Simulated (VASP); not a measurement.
A run of VASP 6.6.1:

File POSCAR:

```
Si2Mo
1.0
   -1.6118379300      1.6118379300      3.9355738000
    1.6118379300     -1.6118379300      3.9355738000
    1.6118379300      1.6118379300     -3.9355738000
Si Mo
2 1
Direct
    0.3355869227      0.3355869227      0.0000000000
    0.6644130773      0.6644130773      0.0000000000
    0.0000000000      0.0000000000      0.0000000000
```

The input INCAR.step1:

```
ALGO     = Normal         # electronic algorithm
EDIFF    = 1E-4           # SCF threshold, eV
ENCUT    = 520            # plane-wave cutoff, eV
GGA      = PE             # functional
ISMEAR   = -1             # smearing method
LASPH    = True           # aspherical terms in the spheres
LCHARG   = False          # write CHGCAR
LREAL    = False          # projectors in reciprocal space
LWAVE    = True           # write WAVECAR
NBANDS   = 18             # bands
NELM     = 60             # most SCF steps
PREC     = Accurate       # precision mode
SIGMA    = 0.1            # smearing width, eV
```

The input INCAR.step2:

```
ALGO     = Normal         # electronic algorithm
EDIFF    = 1E-6           # SCF threshold, eV
ENCUT    = 520            # plane-wave cutoff, eV
ISIF     = 2              # what is computed and relaxed
ISMEAR   = -1             # smearing method
ISTART   = 1            
LASPH    = True           # aspherical terms in the spheres
LCHARG   = False          # write CHGCAR
LMIXTAU  = True         
LREAL    = False          # projectors in reciprocal space
LWAVE    = False          # write WAVECAR
METAGGA  = R2SCAN         # meta-GGA
NBANDS   = 18             # bands
NELM     = 60             # most SCF steps
PREC     = Accurate       # precision mode
SIGMA    = 0.1            # smearing width, eV
```

File KPOINTS:

```
k-points
0
Gamma
  13 13 13
```

Potentials or basis: VASP PAW PBE potentials, release 64 (Si, Mo_sv).

Launch:

```console
$ cat potpaw_PBE.64/Si/POTCAR potpaw_PBE.64/Mo_sv/POTCAR > POTCAR
$ cp INCAR.step1 INCAR
$ mpirun -np 1 vasp_std > vasp.out
$ cp INCAR.step2 INCAR
$ mpirun -np 1 vasp_std > vasp.out
```

Hardware: 1 thread of AMD EPYC 7R13 Processor (Zen 3), with other jobs on the host.

How long does it take, and how much memory?

Wall time 13 min on 1 thread of AMD EPYC 7R13 Processor (Zen 3), with other jobs on the host, peak memory 0.28 GiB. Counts: k points 196.
